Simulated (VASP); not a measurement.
# YHf3 (Pm-3m) in VASP: further runs, part 2 of 2

VASP 6.6.1.

## (3) Relaxation of cell and atoms, PBE

This run uses another cell than the first one, of 20.87 Å³/atom, 0.862 times its volume.

File INCAR:

```
SYSTEM = YHf3
ALGO = Fast
EDIFF = 1E-6
EDIFFG = -0.04
ENCUT = 600
GGA = PE
IBRION = 2
ISIF = 3
ISMEAR = 0
LASPH = .TRUE.
LCHARG = .FALSE.
LREAL = .FALSE.
LWAVE = .FALSE.
NELM = 80
NSW = 90
PREC = Accurate
SIGMA = 0.1
```

File KPOINTS:

```
k-points
0
G
  4 4 4
  0 0 0
```

File POSCAR:

```
YHf3
1.0
    4.3703299597      0.0000000000      0.0000000000
    0.0000000000      4.3703299597      0.0000000000
    0.0000000000      0.0000000000      4.3703299597
Y Hf
1 3
Direct
    0.0000000000      0.0000000000      0.0000000000
    0.0000000000      0.5000000000      0.5000000000
    0.5000000000      0.0000000000      0.5000000000
    0.5000000000      0.5000000000      0.0000000000
```

Potentials or basis: VASP PAW PBE potentials, release 64 (Y_sv, Hf_pv).

Launch:

```bash
cat potpaw_PBE.64/Y_sv/POTCAR potpaw_PBE.64/Hf_pv/POTCAR > POTCAR
mpirun -np 1 vasp_std > vasp.out
```

OUTCAR:

```text
SYSTEM = YHf3
   EDIFF = 1E-6
   EDIFFG = -0.04
   ENCUT = 600
   GGA = PE
   IBRION = 2
   ISIF = 3
   ISMEAR = 0
   LASPH = .TRUE.
   LREAL = .FALSE.
   NELM = 80
   NSW = 90
   PREC = Accurate

 ion  position               nearest neighbor table
   1  0.000  0.000  0.000-   2 3.09   3 3.09   4 3.09   2 3.09   3 3.09   2 3.09   4 3.09   2 3.09
                             3 3.09   4 3.09   3 3.09   4 3.09
   2  0.000  0.500  0.500-   1 3.09   3 3.09   4 3.09   1 3.09   4 3.09   1 3.09   3 3.09   1 3.09
                             3 3.09   4 3.09   4 3.09   3 3.09
   3  0.500  0.000  0.500-   1 3.09   2 3.09   4 3.09   1 3.09   4 3.09   2 3.09   4 3.09   4 3.09
                             1 3.09   2 3.09   1 3.09   2 3.09
   4  0.500  0.500  0.000-   1 3.09   2 3.09   3 3.09   2 3.09   3 3.09   1 3.09   3 3.09   3 3.09
                             1 3.09   2 3.09   2 3.09   1 3.09

  LATTYP: Found a simple cubic cell.
 ALAT       =     4.3703299597
[... 255 lines left out ...]
  free energy    TOTEN  =       -35.48025838 eV

  energy without entropy =      -35.44195564  energy(sigma->0) =      -35.46110701

 E-fermi :   4.2987     XC(G=0): -10.8649

 val. band max:        4.2561450710   @ k =   0.5000   0.2500   0.0000
 cond. band min:       4.3110869657   @ k =   0.5000   0.2500   0.2500
 fundamental gap:      0.0549418948
 Fermi energy:         4.2987004162

 k-point     1 :       0.0000    0.0000    0.0000
  band No.  band energies     occupation
      1     -37.3474      2.00000
      2     -26.4426      2.00000
      3     -26.4426      2.00000
      4     -26.4426      2.00000
      5     -26.2211      2.00000
      6     -26.2211      2.00000
[... 259 lines left out ...]
     23       5.3816      0.00000
     24       5.3827      0.00000

------------------------ aborting loop because EDIFF is reached ----------------------------------------

  FORCE on cell =-STRESS in cart. coord.  units (eV):
  Direction    XX          YY          ZZ          XY          YZ          ZX
  --------------------------------------------------------------------------------------
  -------------------------------------------------------------------------------------
  Total       -0.1160669     -0.1160669     -0.1160669      0.0000000      0.0000000      0.0000000
  in kB       -1.9216807     -1.9216807     -1.9216807      0.0000000      0.0000000      0.0000000
  external PRESSURE =      -1.9216807 kB  Pullay stress =       0.0000000 kB
[... 19 lines left out ...]
  FREE ENERGIE OF THE ION-ELECTRON SYSTEM (eV)
  ---------------------------------------------------
  free  energy   TOTEN  =       -35.4802583772 eV

  energy  without entropy=      -35.4419556357  energy(sigma->0) =      -35.46110701

 reached required accuracy - stopping structural energy minimisation
```

OSZICAR:

```text
N       E                     dE             d eps       ncg     rms          rms(c)
DAV:   1     0.179317084990E+03    0.17932E+03   -0.25242E+04   480   0.185E+03
DAV:   2    -0.232275008258E+02   -0.20254E+03   -0.20106E+03   560   0.390E+02
DAV:   3    -0.354168488675E+02   -0.12189E+02   -0.11888E+02   832   0.515E+01
[... 154 lines left out ...]
RMM:  19    -0.354802507076E+02   -0.40925E-05   -0.40888E-05   221   0.120E-02    0.449E-03
RMM:  20    -0.354802538953E+02   -0.31877E-05   -0.32214E-05   208   0.994E-03    0.100E-02
RMM:  21    -0.354802558018E+02   -0.19065E-05   -0.19283E-05   181   0.809E-03    0.965E-03
RMM:  22    -0.354802574233E+02   -0.16214E-05   -0.16446E-05   172   0.698E-03    0.110E-02
RMM:  23    -0.354802583772E+02   -0.95389E-06   -0.99205E-06   171   0.602E-03
   3 F= -.35480258E+02 E0= -.35461107E+02  d E =-.568000E+00
```

CONTCAR:

```text
YHf3
   1.00000000000000
     4.5910557186163361   -0.0000000000000000   -0.0000000000000000
     0.0000000000000000    4.5910557186163361   -0.0000000000000000
     0.0000000000000000    0.0000000000000000    4.5910557186163361
  Y               Hf
     1     3
Direct
     0.0000000000000000    0.0000000000000000    0.0000000000000000
     0.0000000000000000    0.5000000000000000    0.5000000000000000
     0.5000000000000000    0.0000000000000000    0.5000000000000000
     0.5000000000000000    0.5000000000000000    0.0000000000000000

  0.00000000E+00  0.00000000E+00  0.00000000E+00
  0.00000000E+00  0.00000000E+00  0.00000000E+00
  0.00000000E+00  0.00000000E+00  0.00000000E+00
  0.00000000E+00  0.00000000E+00  0.00000000E+00
```

It took 4.5 min on 1 thread of AMD EPYC 7R13 (Zen 3), shared host; peak memory 0.21 GiB.

What came out:

* Free energy: -35.4803 eV
* Relaxed volume: 24.19 Å³/atom
* Relaxed cell: a = 4.591 Å, b = 4.591 Å, c = 4.591 Å, α = 90.00°, β = 90.00°, γ = 90.00°
* Space group after relaxing (to 0.05 Å): Pm-3m (No. 221)
* Energy gained by relaxing: 142.0 meV/atom
* Ionic steps: 3
* Pressure after relaxing: -0.2 GPa

The path:
| step | energy change (eV) | largest force (eV/Å) | pressure (GPa) | volume (Å³) |
| --- | --- | --- | --- | --- |
| 1 | 0.0000 | 0.0000 | 15.57 | 83.47 |
| 2 | -0.1465 | 0.0000 | -8.75 | 110.45 |
| 3 | -0.5680 | 0.0000 | -0.19 | 96.77 |

Final structure:
```
CELL_PARAMETERS angstrom
4.59106 0.00000 0.00000
0.00000 4.59106 0.00000
0.00000 0.00000 4.59106
ATOMIC_POSITIONS crystal
Y 0.00000 0.00000 0.00000
Hf 0.00000 0.50000 0.50000
Hf 0.50000 0.00000 0.50000
Hf 0.50000 0.50000 0.00000
```

Caveat: the volume moved by over 15 % at a fixed basis, so the end points are rough; spin-orbit coupling is left out, which moves the levels of the heavy elements.
